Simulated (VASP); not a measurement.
A run of VASP 6.6.1 is set up as follows.

The input INCAR:

```
SYSTEM = SnO2
  ALGO = Normal
  EDIFF = 1E-6
  ENCUT = 520
  GGA = PS
  ISIF = 2
  ISMEAR = 0
  LASPH = .True.
  LCHARG = .True.
  LELF = .True.
  LREAL = .False.
  LVHAR = .True.
  LWAVE = .False.
  NBANDS = 64
  NELM = 80
  PREC = Accurate
  SIGMA = 0.05
```

Contents of KPOINTS:

```
k-points
0
Gamma
  6 6 6
  0 0 0
```

The input POSCAR:

```
SnO2
1.0
    2.9989879492      1.7314664998      4.6554289598
   -2.9989879492      1.7314664998      4.6554289598
    0.0000000000     -3.4629329995      4.6554289598
Sn O
4 8
Direct
    0.8646807174      0.8646807174      0.8646807174
    0.3648245829      0.3648245829      0.8648190111
    0.3648245829      0.8648190111      0.3648245829
    0.8648190111      0.3648245829      0.3648245829
    0.1235003534      0.6233501671      0.6233501671
    0.6233501671      0.1235003534      0.6233501671
    0.6233501671      0.6233501671      0.1235003534
    0.6062113146      0.6062113146      0.6062113146
    0.1234715296      0.1234715296      0.1234715296
    0.1060883083      0.1060883083      0.6062369573
    0.1060883083      0.6062369573      0.1060883083
    0.6062369573      0.1060883083      0.1060883083
```

Potentials or basis: VASP PAW PBE potentials, release 64 (Sn_d, O).

Command:

```console
$ cat potpaw_PBE.64/Sn_d/POTCAR potpaw_PBE.64/O/POTCAR > POTCAR
$ mpirun -np 1 vasp_std > vasp.out
```

(1) Predict the pressure.

(2) Estimate the band gap on the k mesh.

(3) What does it give for the largest force?

Results:

(1) 28.8 GPa.

(2) 3.15 eV.

(3) 1.016 eV/Å.

Caveat: the PAW data sets were made with another functional, which shifts forces and pressure a little; spin-orbit coupling is left out, which moves the levels of the heavy elements.
